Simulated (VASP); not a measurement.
# Zr: single point with PBE

The system is Zr.

```
CELL_PARAMETERS angstrom
2.89584 0.00000 0.00000
-1.44792 2.50787 0.00000
0.00000 0.00000 4.89447
ATOMIC_POSITIONS crystal
Zr 0.33333 0.66667 0.25000
Zr 0.66667 0.33333 0.75000
```

| Quantity | Value |
| --- | --- |
| Program | VASP 6.6.1 |
| Task | single point |
| Functional | PBE |
| Potentials or basis | VASP PAW PBE potentials, release 64 (Zr_sv) |
| Cutoff | 520 eV |
| k mesh | 15 × 15 × 8 |
| Occupations | fermi-dirac, width 0.05 eV |
| Spin | no spin polarisation |

- Pressure: 38.7 GPa
- Band gap on the k mesh: zero (bands 12 and 13 overlap by 1.38 eV)

Stress tensor (GPa, compression positive):
```
38.69  0.00  0.00
 0.00 38.69  0.00
 0.00  0.00 38.58
```

Levels at points of the mesh, in eV from the Fermi level:
| k point | band 10 | band 11 | band 12 | band 13 | band 14 | band 15 |
| --- | --- | --- | --- | --- | --- | --- |
| (0.00, 0.00, 0.00) | -3.68 | 0.44 | 1.01 | 1.01 | 1.82 | 1.82 |
| (0.00, 0.00, 0.50) | -3.95 | -0.20 | -0.20 | 1.01 | 1.01 | 1.01 |

Wall time 70 s on 1 thread of Intel Xeon 8259CL, with other jobs on the host, peak memory 0.21 GiB.

Caveat: the cell stands under pressure.
